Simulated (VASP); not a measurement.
**RbBr: single point with PBE-based screened hybrid with 100 % exact exchange**

Crystal: RbBr.

```
CELL_PARAMETERS angstrom
4.12793 0.00000 0.00000
0.00000 4.12793 0.00000
0.00000 0.00000 4.12793
ATOMIC_POSITIONS crystal
Rb 0.00000 0.00000 0.00000
Br 0.50000 0.50000 0.50000
```

| Property | Result |
| --- | --- |
| Program | VASP 6.6.1 |
| Task | single point |
| Functional | PBE-based screened hybrid with 100 % exact exchange |
| Potentials or basis | VASP PAW PBE potentials, release 64 (Rb_sv, Br) |
| Cutoff | 520 eV |
| k mesh | 4 × 4 × 4 |
| Occupations | gaussian, width 0.01 eV |
| Spin | no spin polarisation |

```yaml
Pressure: -0.7 GPa
Band_gap_on_the_k_mesh: 8.08 eV (least direct gap 8.26 eV)
```

Levels at points of the mesh, in eV from the valence-band top:
```csv
k point,band 4,band 5,band 6,band 7,band 8,band 9,band 10,band 11,band 12,band 13
"(0.00, 0.00, 0.00)",-11.04,-11.04,-0.18,-0.18,-0.18,8.08,9.47,9.47,14.83,14.83
"(0.50, 0.00, 0.00)",-10.98,-10.98,-1.92,-0.24,-0.24,11.12,11.16,11.98,12.69,14.75
"(0.50, 0.50, 0.00)",-11.38,-10.95,-1.26,-1.26,0.00,9.22,10.34,12.34,12.34,15.25
"(0.50, 0.50, 0.50)",-11.26,-11.26,-1.54,-1.54,-1.54,12.23,12.23,12.23,14.14,14.14
```

Wall time 6.8 min on 1 thread of AMD EPYC 7R43 64-Core Processor (Zen 3), with other jobs on the host, peak memory 0.26 GiB.

Caveat: the PAW data sets were made with another functional, which shifts forces and pressure a little. A k mesh can miss the band edges.
